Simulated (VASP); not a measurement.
A run of VASP 6.6.1 is set up as follows.

File INCAR:

```
PREC = Accurate
ENCUT = 520
EDIFF = 1E-7
ISMEAR = 0
SIGMA = 0.05
LREAL = F
LASPH = T
NELM = 80
ALGO = Normal
ISIF = 2
LWAVE = F
LCHARG = F
GGA = PE
NBANDS = 16
```

KPOINTS

```
regular mesh
0
Gamma
  6 6 6
```

File POSCAR:

```
AlN
1.0
    0.0000000000     -2.2015682416     -2.2015682416
   -2.2015682416      0.0000000000     -2.2015682416
    2.2015682416      2.2015682416     -4.4031364832
Al N
2 2
Direct
   -0.0045870597      0.0397597532      0.0035370201
    0.5116610999      0.4673142870      0.5035370201
    0.3609070899      0.4006440700      0.8681866750
    0.8754662601      0.8357292799      0.3681866750
```

Potentials or basis: VASP PAW PBE potentials, release 64 (Al, N).

The run is started by

```bash
$ cat potpaw_PBE.64/Al/POTCAR potpaw_PBE.64/N/POTCAR > POTCAR
$ mpirun -np 1 vasp_std > vasp.out
```

Question: What does it give for the band gap on the k mesh?

Answer: 3.08 eV, indirect (least direct gap 3.62 eV).

Question: Estimate the pressure.

Answer: 0.2 GPa.

Forces on the atoms (eV/Å):
```
Al   0.444  0.041  1.452
Al  -0.314  0.091  0.909
N    0.135 -0.102 -1.101
N   -0.265 -0.030 -1.260
```

Caveat: the cell differs from its parent crystal (mode 4 frozen in at -0.102 Å and mode 10 at +0.060 Å (largest displacements)); forces of over 1 eV/Å act on the atoms, so gaps and moduli don't describe the material at rest. A k mesh can miss the band edges.
